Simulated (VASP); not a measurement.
# Si16Ge (a cell with a defect): single point with PBEsol

The system is Si16Ge (a cell with a defect).

```
CELL_PARAMETERS angstrom
0.00000 5.43000 5.43000
5.43000 0.00000 5.43000
5.43000 5.43000 0.00000
ATOMIC_POSITIONS crystal
Si 0.99987 0.99998 0.00027
Si 0.12397 0.12417 0.12469
Si 0.00409 0.00439 0.49606
Si 0.12406 0.12432 0.62754
Si 0.00405 0.49554 0.00503
Si 0.12399 0.62727 0.12474
Si 0.00406 0.49572 0.49614
Si 0.13590 0.62128 0.62188
Si 0.49536 0.00429 0.00497
Si 0.62716 0.12417 0.12469
Si 0.49545 0.00439 0.49606
Si 0.62097 0.13630 0.62175
Si 0.49537 0.49554 0.00503
Si 0.62089 0.62106 0.13716
Si 0.49957 0.49998 0.50086
Si 0.62092 0.62128 0.62188
Ge 0.74956 0.74998 0.75088
```

```yaml
Program: VASP 6.6.1
Task: single point
Functional: PBEsol
Potentials_or_basis: VASP PAW PBE potentials, release 64 (Si, Ge_d)
Cutoff: 520 eV
k_mesh: 2 × 2 × 2
Occupations: gaussian, width 0.05 eV
Spin: no spin polarisation
```

```yaml
Pressure: 4.7 GPa
Largest_force: 0.004 eV/Å
Band_gap_on_the_k_mesh: zero (band 39 reaches 6.87 eV, above the bottom of band 40 at 6.56 eV)
```

Forces on the atoms (eV/Å):
```
Si  -0.001  0.000  0.001
Si   0.000  0.000  0.000
Si   0.001  0.001  0.000
Si   0.001  0.000  0.000
Si   0.000  0.001  0.000
Si   0.001  0.000  0.000
Si   0.001  0.001 -0.001
Si   0.000 -0.003 -0.001
Si   0.001  0.000  0.000
Si   0.000  0.000  0.000
Si   0.001  0.000 -0.001
Si  -0.001  0.001 -0.002
Si   0.000  0.000 -0.001
Si   0.000  0.000  0.000
Si  -0.003 -0.002  0.002
Si   0.000  0.001  0.002
Ge  -0.002 -0.001  0.001
```

Levels at points of the mesh, in eV from the Fermi level:
```tsv
k point	band 37	band 38	band 39	band 40	band 41	band 42
(0.00, 0.00, 0.00)	-0.72	-0.72	-0.24	-0.24	-0.24	0.00
(0.50, 0.00, 0.00)	-1.38	-1.38	-0.31	0.53	0.53	0.87
(0.00, 0.50, 0.00)	-1.38	-1.38	-0.31	0.53	0.53	0.87
(0.00, 0.00, 0.50)	-1.38	-1.38	-0.31	0.53	0.53	0.87
(0.50, 0.50, 0.50)	-1.38	-1.38	-0.31	0.53	0.53	0.87
(0.50, 0.50, 0.00)	-1.82	-1.26	0.07	0.81	1.06	1.07
(0.00, 0.50, 0.50)	-1.82	-1.26	0.07	0.81	1.06	1.07
(0.50, 0.00, 0.50)	-1.82	-1.26	0.07	0.81	1.06	1.07
```

Wall time 91 s on 1 thread of Intel(R) Xeon(R) 6975P-C (Granite Rapids), with other jobs on the host, peak memory 0.48 GiB.

Caveat: the k points lie up to 0.50 Å⁻¹ apart; the PAW data sets were made with another functional, which shifts forces and pressure a little.
